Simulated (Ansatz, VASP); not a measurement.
## One calculation of In3B2As, two programs

```xyz
6
Lattice="4.9590 0.0000 0.0000 -2.4795 4.2946 0.0000 0.0000 0.0000 5.9827" Properties=species:S:1:pos:R:3 pbc="T T T"
In    0.0000    0.0000    0.0000
In    0.0000    2.8631    2.9914
In    0.0000    2.8631    0.0000
B     2.4795    1.4315    5.1751
B     2.4795    1.4315    0.8076
As    0.0000    0.0000    2.9914
```

Change from the starting cell: species swapped into the Sr2AlGa3 type (P-6m2, No. 187).

Alike in both runs: functional PBE; k mesh 12 × 12 × 6; occupations gaussian, width 0.1 eV; no spin polarisation.

Ansatz relaxed the structure, and its values are those at the end. VASP's run is a single point on that final structure, the one shown.

|  | VASP | Ansatz |
| --- | --- | --- |
| version | VASP 6.6.1 | Ansatz 0.2.0 |
| potentials or method | VASP PAW PBE potentials, release 64 (In_d, B, As), cutoff 520 eV | scalar-relativistic, plane waves, PAW |
| valence electrons in the cell | 50 | 60 |

Ansatz gave:

* gap on the k mesh at the Fermi level (eV): none
* pressure (GPa): 0.0
* rms of the force components (eV/Å): 0.001

**Question.** Which values does VASP return?

**Answer.** gap on the k mesh at the Fermi level (eV): none; pressure (GPa): 0.0; rms of the force components (eV/Å): 0.004.

A gap of «none» marks a metal or a gap that the smearing closes. With one functional, cell and mesh, what is left measures potentials, basis and numerics. VASP's potentials hold 50 valence electrons a cell and Ansatz's 60, so a difference there can come from the potentials and not from the codes.
